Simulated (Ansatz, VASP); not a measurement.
## One calculation of Sc2Ta, two programs

```
Sc Ta
1.0
     4.91416    0.00000    0.00000
    -2.45708    4.25579    0.00000
     0.00000    0.00000    6.14214
Sc Ta
4 2
Direct
  0.00000 0.00000 0.50000
  0.33333 0.66667 0.15834
  0.00000 0.00000 0.00000
  0.66667 0.33333 0.84166
  0.33333 0.66667 0.62276
  0.66667 0.33333 0.37724
```

Alike in both runs: functional PBE; k mesh 6 × 6 × 4; occupations gaussian, width 0.1 eV; no spin polarisation.

Ansatz relaxed the structure, and its values are those at the end. VASP's run is a single point on that final structure, the one shown.

|  | VASP | Ansatz |
| --- | --- | --- |
| version | VASP 6.6.1 | Ansatz 0.2.0 |
| potentials or method | VASP PAW PBE potentials, release 64 (Sc_sv, Ta_pv), cutoff 520 eV | scalar-relativistic, plane waves, PAW |
| valence electrons in the cell | 66 | 70 |

Ansatz gave:

```
gap on the k mesh at the Fermi level (eV) : none
pressure (GPa)                            : 0.0
rms of the force components (eV/Å)        : 0.005
```

Q: Estimate VASP's values.

A: gap on the k mesh at the Fermi level (eV): none; pressure (GPa): 0.1; rms of the force components (eV/Å): 0.004.

A gap of «none» marks a metal or a gap that the smearing closes. VASP's potentials hold 66 valence electrons a cell and Ansatz's 70, so a difference there can come from the potentials and not from the codes.

Neither program's run includes spin-orbit coupling.
